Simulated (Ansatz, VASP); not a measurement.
## NaFeN in VASP and in Ansatz

INCAR

```
PREC = Accurate
ENCUT = 520
EDIFF = 1E-6
ISMEAR = 0
SIGMA = 0.01
LREAL = F
LASPH = T
NELM = 80
ALGO = Normal
ISIF = 2
LWAVE = F
LCHARG = F
GGA = PE
NBANDS = 29
```

KPOINTS

```
regular mesh
0
Gamma
  12 12 4
```

File POSCAR:

```
NaFeN
1.0
    2.9738495565      0.0000000000      0.0000000000
   -1.4869247783      2.5754292630      0.0000000000
    0.0000000000      0.0000000000      9.7327210828
Na Fe N
2 2 2
Direct
    0.6666666667      0.3333333333      0.7608134568
    0.3333333333      0.6666666667      0.2608134568
    0.0000000000      0.0000000000      0.5182365476
    0.0000000000      0.0000000000      0.0182365476
    0.3333333333      0.6666666667      0.5655899956
    0.6666666667      0.3333333333      0.0655899956
```

Input for Ansatz:

```yaml
crystal:
  lattice:
    - [2.9738495565, 0.0, 0.0]
    - [-1.4869247783, 2.575429263, 0.0]
    - [0.0, 0.0, 9.7327210828]
  atoms:
    - { symbol: Na, position: [0.6666666667, 0.3333333333, 0.7608134568] }
    - { symbol: Na, position: [0.3333333333, 0.6666666667, 0.2608134568] }
    - { symbol: Fe, position: [0.0, 0.0, 0.5182365476] }
    - { symbol: Fe, position: [0.0, 0.0, 0.0182365476] }
    - { symbol: "N", position: [0.3333333333, 0.6666666667, 0.5655899956] }
    - { symbol: "N", position: [0.6666666667, 0.3333333333, 0.0655899956] }
kpoints:
  mp_grid: { grid: [12, 12, 4] }
  band_path:
    path:
      - [0.0, 0.0, 0.0]
      - [0.5, 0.0, 0.0]
      - [0.3333333333, 0.3333333333, 0.0]
      - [0.0, 0.0, 0.5]
      - [0.5, 0.0, 0.5]
      - [0.3333333333, 0.3333333333, 0.5]
      - [0.171875, 0.174479, 0.0]
    npoints: 1
hamiltonian:
  xc: pbe
scf:
  occupations: { method: fixed }
  n_extra_bands: 5
output:
  forces: true
  stress: true
  eigenvalues: true
```

Alike in both runs: task single point; functional PBE; k mesh 12 × 12 × 4; no spin polarisation.

|  | VASP | Ansatz |
| --- | --- | --- |
| version | VASP 6.6.1 | Ansatz 0.2.0 |
| potentials or method | VASP PAW PBE potentials, release 64 (Na_pv, Fe, N) | plane waves, PAW |
| plane-wave cutoff (eV) | 520 | 420 |
| occupations | gaussian, width 0.01 eV | fixed |
| valence electrons in the cell | 40 | 60 |

Ansatz gave:

| Quantity | Value |
| --- | --- |
| gap on the k mesh at the Fermi level (eV) | 0.34 |
| pressure (GPa) | 3.7 |
| traceless stress, the component that is largest in VASP (GPa) | -0.92 |
| rms of the force components (eV/Å) | 0.065 |

Task: What did VASP give for the same quantities?

Result: gap on the k mesh at the Fermi level (eV): 0.33; pressure (GPa): 4.9; traceless stress, the component that is largest in VASP (GPa): -1.96; rms of the force components (eV/Å): 0.121.

Atom by atom the forces differ by 0.063 eV/Å (rms over components). VASP's potentials hold 40 valence electrons a cell and Ansatz's 60, so a difference there can come from the potentials and not from the codes.
